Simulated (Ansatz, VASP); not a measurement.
## CoO in VASP and in Ansatz

```
Co O
1.0
     2.85121    0.00000    0.00000
    -1.42561    2.46922    0.00000
     0.00000    0.00000   10.27039
Co O
4 4
Cartesian
  2.8512 0.0000 10.2704
  2.8512 0.0000 2.5676
  2.8512 0.0000 5.1352
  2.8512 0.0000 7.7028
  0.0000 1.6461 1.2838
  1.4256 0.8231 3.8514
  0.0000 1.6461 6.4190
  1.4256 0.8231 8.9866
```

Alike in both runs: task single point; functional PBEsol; k mesh 18 × 18 × 5; occupations gaussian, width 0.1 eV; collinear spin.

|  | VASP | Ansatz |
| --- | --- | --- |
| version | VASP 6.6.1 | Ansatz 0.2.0 |
| potentials or method | VASP PAW PBE potentials, release 64 (Co, O), cutoff 520 eV | scalar-relativistic, plane waves, PAW |
| valence electrons in the cell | 60 | 92 |

|  | VASP | Ansatz | Ansatz less VASP |
| --- | --- | --- | --- |
| gap on the k mesh at the Fermi level (eV) | none | none | - |
| pressure (GPa) | -2.8 | -2.4 | +0.44 |
| rms of the force components (eV/Å) | 0.197 | 0.199 | +0.0013 |
| net moment per atom (μB) | 0.00 | 0.00 | 0.000 |
| size of the moment on the site where the two differ most (μB) | 2.37 | 2.32 | -0.048 |

VASP's potentials were made for PBE, not for PBEsol. Site moments also hang on the region over which each program counts them. A gap of «none» marks a metal or a gap that the smearing closes. VASP's potentials hold 60 valence electrons a cell and Ansatz's 92, so a difference there can come from the potentials and not from the codes.
